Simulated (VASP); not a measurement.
# MoRu2 (P-62m) in VASP: a series of runs

The runs below take MoRu2 through single point, with PBE.

All numbers are computed with VASP 6.6.1; they aren't measurements. Logs are shortened: lines on timing, memory, paths and dates and some standing lists are left out, and cuts for length are marked.

## (1) The cell of the first run

Symmetry: P-62m, No. 189, hexagonal system. The conventional cell has a = 4.561 Å, b = 4.561 Å, c = 4.966 Å, α = 90.00°, β = 90.00°, γ = 120.00°. Within 3.5 Å of Mo (site symmetry -6) lie 3 Mo at 2.63 Å and 9 Ru at 2.63 to 2.91 Å. Within 3.5 Å of Ru (site symmetry -62m) lie 6 Mo at 2.63 Å and 6 Ru at 2.91 Å. Within 3.5 Å of Ru (site symmetry m2m) lie 8 Ru at 2.63 to 2.91 Å and 4 Mo at 2.91 Å.

## (2) Single point, PBE

INCAR

```
SYSTEM = MoRu2
PREC = Accurate
ENCUT = 520
EDIFF = 1E-7
ISMEAR = 0
SIGMA = 0.1
LREAL = .FALSE.
LASPH = .TRUE.
NELM = 60
ALGO = Fast
ISIF = 2
LWAVE = .FALSE.
LCHARG = .FALSE.
GGA = PE
NBANDS = 51
```

KPOINTS

```
Automatic mesh
0
G
  6 6 4
  0 0 0
```

POSCAR

```
MoRu2
1.0
    4.5609590600      0.0000000000      0.0000000000
   -2.2804795300      3.9499064100      0.0000000000
    0.0000000000      0.0000000000      4.9659082300
Mo Ru
2 4
Direct
    0.6666666700      0.3333333300      0.0000000000
    0.3333333300      0.6666666700      0.0000000000
    0.0000000000      0.0000000000      0.0000000000
    0.0000000000      0.3333333300      0.5000000000
    0.6666666700      0.6666666700      0.5000000000
    0.3333333300      0.0000000000      0.5000000000
```

Potentials or basis: VASP PAW PBE potentials, release 64 (Mo_sv, Ru_pv).

Run with:

```
cat potpaw_PBE.64/Mo_sv/POTCAR potpaw_PBE.64/Ru_pv/POTCAR > POTCAR
mpirun -np 1 vasp_std > vasp.out
```

OUTCAR:

```text
SYSTEM = MoRu2
   PREC = Accurate
   ENCUT = 520
   EDIFF = 1E-7
   ISMEAR = 0
   LREAL = .FALSE.
   LASPH = .TRUE.
   NELM = 60
   ISIF = 2
   GGA = PE

 ion  position               nearest neighbor table
   1  0.667  0.333  0.000-   2 2.63   3 2.63   2 2.63   3 2.63   3 2.63   2 2.63   4 2.91   4 2.91
                             6 2.91   6 2.91   5 2.91   5 2.91
   2  0.333  0.667  0.000-   1 2.63   3 2.63   1 2.63   3 2.63   3 2.63   1 2.63   6 2.91   6 2.91
                             4 2.91   4 2.91   5 2.91   5 2.91
   3  0.000  0.000  0.000-   1 2.63   2 2.63   2 2.63   1 2.63   1 2.63   2 2.63   4 2.91   5 2.91
                             4 2.91   5 2.91   6 2.91   6 2.91
   4  0.000  0.333  0.500-   5 2.63   6 2.63   6 2.63   5 2.63   5 2.63   6 2.63   3 2.91   3 2.91
                             1 2.91   1 2.91   2 2.91   2 2.91
   5  0.667  0.667  0.500-   4 2.63   6 2.63   6 2.63   6 2.63   4 2.63   4 2.63   3 2.91   3 2.91
                             1 2.91   1 2.91   2 2.91   2 2.91
   6  0.333  0.000  0.500-   4 2.63   5 2.63   4 2.63   5 2.63   4 2.63   5 2.63   2 2.91   2 2.91
                             3 2.91   3 2.91   1 2.91   1 2.91

  LATTYP: Found a hexagonal cell.
 ALAT       =     4.5609590600
 C/A-ratio  =     1.0887859691

  Lattice vectors:

 A1 = (   4.5609590600,   0.0000000000,   0.0000000000)
 A2 = (  -2.2804795300,   3.9499064100,   0.0000000000)
 A3 = (   0.0000000000,   0.0000000000,   4.9659082300)

Analysis of symmetry for initial positions (statically):
=====================================================================
 Subroutine PRICEL returns:
 Original cell was already a primitive cell.

 Routine SETGRP: Setting up the symmetry group for a
 hexagonal supercell.

 Subroutine GETGRP returns: Found 12 space group operations
 (whereof 12 operations were pure point group operations)
 out of a pool of 24 trial point group operations.

The static configuration has the point symmetry D_3h.

Analysis of symmetry for dynamics (positions and initial velocities):
=====================================================================
 Subroutine PRICEL returns:
 Original cell was already a primitive cell.

 Routine SETGRP: Setting up the symmetry group for a
 hexagonal supercell.

 Subroutine GETGRP returns: Found 12 space group operations
 (whereof 12 operations were pure point group operations)
 out of a pool of 24 trial point group operations.

The dynamic configuration has the point symmetry D_3h.

 Subroutine INISYM returns: Found 12 space group operations
 (whereof 12 operations are pure point group operations),
 and found     1 'primitive' translations

----------------------------------------------------------------------------------------

                                     Primitive cell

  volume of cell :      89.4626

  direct lattice vectors                    reciprocal lattice vectors
     4.560959060  0.000000000  0.000000000     0.219252132  0.126585278  0.000000000
    -2.280479530  3.949906410  0.000000000     0.000000000  0.253170556  0.000000000
     0.000000000  0.000000000  4.965908230     0.000000000  0.000000000  0.201373033

  length of vectors
     4.560959060  4.560959059  4.965908230     0.253170555  0.253170556  0.201373033

  position of ions in fractional coordinates (direct lattice)
     0.666666670  0.333333330  0.000000000
     0.333333330  0.666666670  0.000000000
     0.000000000  0.000000000  0.000000000
     0.000000000  0.333333330  0.500000000
     0.666666670  0.666666670  0.500000000
     0.333333330  0.000000000  0.500000000

  ion indices of the primitive-cell ions
   primitive index   ion index
                 1           1
                 2           2
                 3           3
                 4           4
                 5           5
                 6           6

----------------------------------------------------------------------------------------

 KPOINTS: Automatic mesh

Automatic generation of k-mesh.
 Grid dimensions read from file:
 generate k-points for:    6    6    4

 Generating k-lattice:

  Cartesian coordinates                     Fractional coordinates (reciprocal lattice)
     0.036542022  0.021097546  0.000000000     0.166666667  0.000000000  0.000000000
     0.000000000  0.042195093  0.000000000     0.000000000  0.166666667  0.000000000
     0.000000000  0.000000000  0.050343258     0.000000000  0.000000000  0.250000000

  Length of vectors
     0.042195093  0.042195093  0.050343258

  Shift w.r.t. Gamma in fractional coordinates (k-lattice)
     0.000000000  0.000000000  0.000000000

 Subroutine IBZKPT returns following result:
 ===========================================

 Found     21 irreducible k-points:

 Following reciprocal coordinates:
            Coordinates               Weight
  0.000000  0.000000  0.000000      1.000000
  0.166667  0.000000  0.000000      6.000000
  0.333333  0.000000  0.000000      6.000000
  0.500000 -0.000000  0.000000      3.000000
  0.166667  0.166667  0.000000      6.000000
  0.333333  0.166667  0.000000     12.000000
[... 13 lines left out ...]
  0.333333  0.166667  0.500000     12.000000
  0.333333  0.333333  0.500000      2.000000
   k-points           NKPTS =     21   k-points in BZ     NKDIM =     21   number of bands    NBANDS=     51
   number of dos      NEDOS =    301   number of ions     NIONS =      6
   total plane-waves  NPLWV =  51840
   dimension x,y,z NGX =    36 NGY =   36 NGZ =   40
   dimension x,y,z NGXF=    72 NGYF=   72 NGZF=   80
   ions per type =               2   4
   NGX,Y,Z   is equivalent  to a cutoff of  13.12, 13.12, 13.39 a.u.
   NGXF,Y,Z  is equivalent  to a cutoff of  26.24, 26.24, 26.78 a.u.
 SYSTEM =  MoRu2
   PREC   = accura    normal or accurate (medium, high low for compatibility)
   ISTART =      0    job   : 0-new  1-cont  2-samecut
   ICHARG =      2    charge: 1-file 2-atom 10-const
   ISPIN  =      1    spin polarized calculation?
   LNONCOLLINEAR =      F non collinear calculations
   LSORBIT =      F    spin-orbit coupling
   LASPH  =      T    aspherical Exc in radial PAW
   ENCUT  =  520.0 eV  38.22 Ry    6.18 a.u.   8.48  8.48  9.23*2*pi/ulx,y,z
   NELM   =     60;   NELMIN=  2; NELMDL= -5     # of ELM steps
   EDIFF  = 0.1E-06   stopping-criterion for ELM
   LREAL  =      F    real-space projection
   EDIFFG = 0.1E-05   stopping-criterion for IOM
   NSW    =      0    number of steps for IOM
   IBRION =     -1    ionic relax: 0-MD 1-quasi-New 2-CG
   NFREE  =      0    steps in history (QN), initial steepest desc. (CG)
   ISIF   =      2    stress and relaxation
   ISYM   =      2    0-nonsym 1-usesym 2-fastsym
   POTIM  = 0.5000    time-step for ionic-motion
   TEBEG  =    0.0;   TEEND  =   0.0 temperature during run
   PSTRESS=    0.0 pullay stress
   NELECT =      84.0000    total number of electrons
   NUPDOWN=      -1.0000    fix difference up-down
   EMIN   =  10.00;   EMAX   =-10.00  energy-range for DOS
   EFERMI =   0.00;   METHOD = LEGACY
   ISMEAR =     0;   SIGMA  =   0.10  broadening in eV -4-tet -1-fermi 0-gaus
   EFERMI_NEDOS =   21; number of points for ismear=-14 and -15
   IALGO  =     68    algorithm
   IMIX   =      4    mixing-type and parameters
     AMIX     =   0.40;   BMIX     =  1.00
     AMIX_MAG =   1.60;   BMIX_MAG =  1.00
  volume/ion in A,a.u.               =      14.91       100.62
  Fermi-wavevector in a.u.,A,eV,Ry     =   1.603076  3.029374 34.964956  2.569852
  Thomas-Fermi vector in A             =   2.699796
   LORBIT       =      0    0 simple, 1 ext, 2 COOP (PROOUT), +10 PAW based schemes
   GGA     = PE    functional components
   LHFCALC =     F    Hartree Fock is set to
   AEXX    =    0.0000 exact exchange contribution
   IVDW    =     0    specifies the selected vdW correction
   LEPSILON=     F    determine dielectric tensor
   LRPA    =     F    only Hartree local field effects (RPA)
 non-spin polarized calculation
 RMM-DIIS sequential band-by-band and
 Gauss-broadening in eV      SIGMA  =   0.10
  energy-cutoff  :      520.00
  volume of cell :       89.46
 maximum number of plane-waves:      2449
 NGX is ok and might be reduce to    36
   NGX = 17   NGY = 17   NGZ = 19

 number of electron      83.9999987 magnetization

 Free energy of the ion-electron system (eV)
  ---------------------------------------------------
  ext. energy  EPLUGINS =         0.00000000
  ---------------------------------------------------
  free energy    TOTEN  =       -56.77543857 eV

  energy without entropy =      -56.72693064  energy(sigma->0) =      -56.75118460

 E-fermi :  11.8358     XC(G=0): -13.5543

 val. band max:       11.7986519500   @ k =   0.3333   0.0000   0.2500
 cond. band min:      11.8365601967   @ k =   0.3333   0.1667   0.0000
 fundamental gap:      0.0379082467
 Fermi energy:        11.8358216597

 k-point     1 :       0.0000    0.0000    0.0000
  band No.  band energies     occupation
      1     -49.1663      2.00000
      2     -48.9148      2.00000
      3     -31.0980      2.00000
      4     -31.0899      2.00000
      5     -31.0899      2.00000
      6     -31.0652      2.00000
[... 43 lines left out ...]
     50      13.6282      0.00000
     51      14.2883      0.00000

 k-point     2 :       0.1667    0.0000    0.0000
  band No.  band energies     occupation
      1     -49.1521      2.00000
      2     -48.9300      2.00000
      3     -31.2303      2.00000
      4     -31.1871      2.00000
      5     -30.9887      2.00000
      6     -30.9781      2.00000
[... 43 lines left out ...]
     50      14.0255      0.00000
     51      14.2980      0.00000

 k-point     3 :       0.3333    0.0000    0.0000
  band No.  band energies     occupation
      1     -49.1151      2.00000
      2     -48.9690      2.00000
      3     -31.3278      2.00000
      4     -31.1500      2.00000
      5     -30.9740      2.00000
      6     -30.9681      2.00000
[... 43 lines left out ...]
     50      14.2587      0.00000
     51      14.7907      0.00000
[... 865 lines left out ...]
 k-point    20 :       0.3333    0.1667    0.5000
  band No.  band energies     occupation
      1     -49.0851      2.00000
      2     -49.0002      2.00000
      3     -31.3066      2.00000
      4     -31.1409      2.00000
      5     -30.9926      2.00000
      6     -30.9786      2.00000
[... 43 lines left out ...]
     50      13.9660      0.00000
     51      14.0476      0.00000

 k-point    21 :       0.3333    0.3333    0.5000
  band No.  band energies     occupation
      1     -49.0429      2.00000
      2     -49.0429      2.00000
      3     -31.1824      2.00000
      4     -31.1267      2.00000
      5     -31.1267      2.00000
      6     -30.9849      2.00000
[... 43 lines left out ...]
     50      13.8666      0.00000
     51      14.1162      0.00000

------------------------ aborting loop because EDIFF is reached ----------------------------------------

  FORCE on cell =-STRESS in cart. coord.  units (eV):
  Direction    XX          YY          ZZ          XY          YZ          ZX
  --------------------------------------------------------------------------------------
  -------------------------------------------------------------------------------------
  Total        9.4161151      9.4161150    -20.9938606      0.0000000      0.0000000      0.0000000
  in kB      168.6322636    168.6322635   -375.9769518      0.0000000      0.0000000      0.0000000
  external PRESSURE =     -12.9041416 kB  Pullay stress =       0.0000000 kB

 VOLUME and BASIS-vectors are now :
 -----------------------------------------------------------------------------
  energy-cutoff  :      520.00
  volume of cell :       89.46
      direct lattice vectors                 reciprocal lattice vectors
     4.560959060  0.000000000  0.000000000     0.219252132  0.126585278  0.000000000
    -2.280479530  3.949906410  0.000000000     0.000000000  0.253170556  0.000000000
     0.000000000  0.000000000  4.965908230     0.000000000  0.000000000  0.201373033

 POSITION                                       TOTAL-FORCE (eV/Angst)
 -----------------------------------------------------------------------------------
      2.28048      1.31664      0.00000        -0.000000     -0.000000     -0.000000
     -0.00000      2.63327      0.00000        -0.000000      0.000000     -0.000000
      0.00000      0.00000      0.00000        -0.000000      0.000000     -0.000000
     -0.76016      1.31664      2.48295         0.086500     -0.149822     -0.000000
      1.52032      2.63327      2.48295         0.086500      0.149822      0.000000
      1.52032      0.00000      2.48295        -0.173000     -0.000000      0.000000
 -----------------------------------------------------------------------------------
    total drift:                                0.000000      0.000000      0.000000

  FREE ENERGIE OF THE ION-ELECTRON SYSTEM (eV)
  ---------------------------------------------------
  free  energy   TOTEN  =       -56.7754385683 eV

  energy  without entropy=      -56.7269306408  energy(sigma->0) =      -56.75118460
```

Run time: 4.2 min. Hardware: 1 thread of Intel Xeon 8259CL, shared host; peak memory 0.26 GiB.

Results:

* Free energy: -56.7754 eV
* Pressure: -1.3 GPa
* Largest force: 0.173 eV/Å
* Band gap on the k mesh: zero (bands 42 and 43 overlap by 1.27 eV)

Forces in eV/Å, atoms in the order of the input:
```
Mo   0.000  0.000  0.000
Mo   0.000  0.000  0.000
Ru   0.000  0.000  0.000
Ru   0.086 -0.150  0.000
Ru   0.086  0.150  0.000
Ru  -0.173  0.000  0.000
```

Levels at points of the mesh, in eV from the Fermi level:
```
           k point  band 39  band 40  band 41  band 42  band 43  band 44  band 45  band 46
(0.00, 0.00, 0.00)    -1.44    -0.61    -0.61    -0.16     0.30     0.30     0.63     0.63
(0.50, 0.00, 0.00)    -1.12    -1.03    -0.57    -0.54    -0.33     0.76     0.82     1.41
(0.00, 0.00, 0.50)    -1.11    -1.11    -1.01    -1.01    -0.52    -0.52     0.87     0.87
(0.50, 0.00, 0.50)    -0.27    -0.22     0.19     0.67     0.68     0.99     1.36     1.72
```

## (3) Single point, PBE

This run uses another cell than the first one, of 14.43 Å³/atom.

INCAR, as its differences from that of step 2:

```diff
@@ -3,3 +3,3 @@
 ENCUT = 520
-EDIFF = 1E-7
+EDIFF = 1E-6
 ISMEAR = 0
@@ -8,3 +8,3 @@
 LASPH = .TRUE.
-NELM = 60
+NELM = 100
 ALGO = Fast
```

KPOINTS

```
regular mesh
0
G
  12 12 8
  0 0 0
```

POSCAR

```
MoRu2
1.0
    4.7810988393      0.0000000000      0.0000000000
   -2.3905494196      4.1405530528      0.0000000000
    0.0000000000      0.0000000000      4.3736523637
Mo Ru
2 4
Direct
    0.6666666667      0.3333333333      0.0000000000
    0.3333333333      0.6666666667      0.0000000000
    0.0000000000      0.0000000000      0.0000000000
    0.0000000000      0.3308130254      0.5000000000
    0.6691869746      0.6691869746      0.5000000000
    0.3308130254      0.0000000000      0.5000000000
```

Potentials or basis: VASP PAW PBE potentials, release 64 (Mo_sv, Ru_pv).

Run with:

```
cat potpaw_PBE.64/Mo_sv/POTCAR potpaw_PBE.64/Ru_pv/POTCAR > POTCAR
mpirun -np 1 vasp_std > vasp.out
```

Wall time 13 min (1 thread of Intel Xeon 8259CL, shared host); peak memory 0.44 GiB.

Results (log left out):

| Item | Value |
| --- | --- |
| Free energy | -58.7731 eV |
| Pressure | 0.2 GPa |
| Largest force | 0.007 eV/Å |
| Band gap on the k mesh | zero (bands 42 and 43 overlap by 0.81 eV) |

Forces on the atoms (eV/Å):
```
Mo   0.000  0.000  0.000
Mo   0.000  0.000  0.000
Ru   0.000  0.000  0.000
Ru   0.003 -0.006  0.000
Ru   0.003  0.006  0.000
Ru  -0.007  0.000  0.000
```

Levels at points of the mesh, in eV from the Fermi level:
```
           k point  band 38  band 39  band 40  band 41  band 42  band 43  band 44  band 45  band 46  band 47
(0.00, 0.00, 0.00)    -1.12    -1.12    -0.67    -0.67    -0.10    -0.10     1.59     1.65     1.79     1.79
(0.50, 0.00, 0.00)    -1.17    -0.91    -0.72    -0.61    -0.23     0.16     0.34     0.46     1.39     1.66
(0.00, 0.00, 0.50)    -1.80    -1.41    -1.41    -0.52    -0.52    -0.25    -0.25     1.09     1.09     1.57
(0.50, 0.00, 0.50)    -0.87    -0.79    -0.75    -0.33     0.18     0.71     1.39     1.41     1.73     1.76
```
